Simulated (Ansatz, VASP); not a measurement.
## Ti: VASP beside Ansatz

```xyz
1
Lattice="-1.7470 1.7470 1.7090 1.7470 -1.7470 1.7090 1.5082 1.5082 -1.7090" Properties=species:S:1:pos:R:3 pbc="T T T"
Ti    0.0000    0.0000    0.0000
```

Change from the starting cell: engineering shear strain xy -0.1467, normal strain along z +0.0500.

Alike in both runs: task single point; functional PBE; k mesh 20 × 20 × 20; occupations gaussian, width 0.15 eV; no spin polarisation.

|  | VASP | Ansatz |
| --- | --- | --- |
| version | VASP 6.6.1 | Ansatz 0.2.0 |
| potentials or method | VASP PAW PBE potentials, release 64 (Ti_sv), cutoff 520 eV | scalar-relativistic, plane waves, PAW |
| valence electrons in the cell | 12 | 12 |

Ansatz gave:

- gap on the k mesh at the Fermi level (eV): none
- pressure (GPa): -4.3
- traceless stress, the component that is largest in VASP (GPa): 4.09

What did VASP give for the same quantities?

gap on the k mesh at the Fermi level (eV): none; pressure (GPa): -4.4; traceless stress, the component that is largest in VASP (GPa): 4.09.

A gap of «none» marks a metal or a gap that the smearing closes. The functional is the same, so the differences come from potentials, cutoffs and numerics.
